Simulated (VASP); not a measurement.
The system is KI.

```
K I
1.0
     4.29094    0.00000    0.00000
     0.00000    4.29094    0.00000
     0.00000    0.00000    4.29094
K I
1 1
Cartesian
  0.0000 0.0000 0.0000
  2.1455 2.1455 2.1455
```

Base run:

* Program: VASP 6.6.1
* Functional: PBE0
* Potentials or basis: VASP PAW PBE potentials, release 64 (K_sv, I)
* Cutoff: 520 eV
* k mesh: 4 × 4 × 4
* Occupations: gaussian, width 0.01 eV
* Spin: no spin polarisation

Its results: band gap on the k mesh 5.00 eV (least direct gap 5.40 eV); pressure 0.2 GPa.

Q: The run is repeated on the same cell with these changes: functional from PBE0 to PBE; cutoff from 520 eV to 500 eV. What comes out?

A: Band gap on the k mesh 3.33 eV (least direct gap 3.69 eV); pressure 0.6 GPa.

Caveats: spin-orbit coupling is left out, which moves the levels of the heavy elements; the PAW data sets were made with another functional, which shifts forces and pressure a little (at least some runs).

A k mesh can miss the band edges.
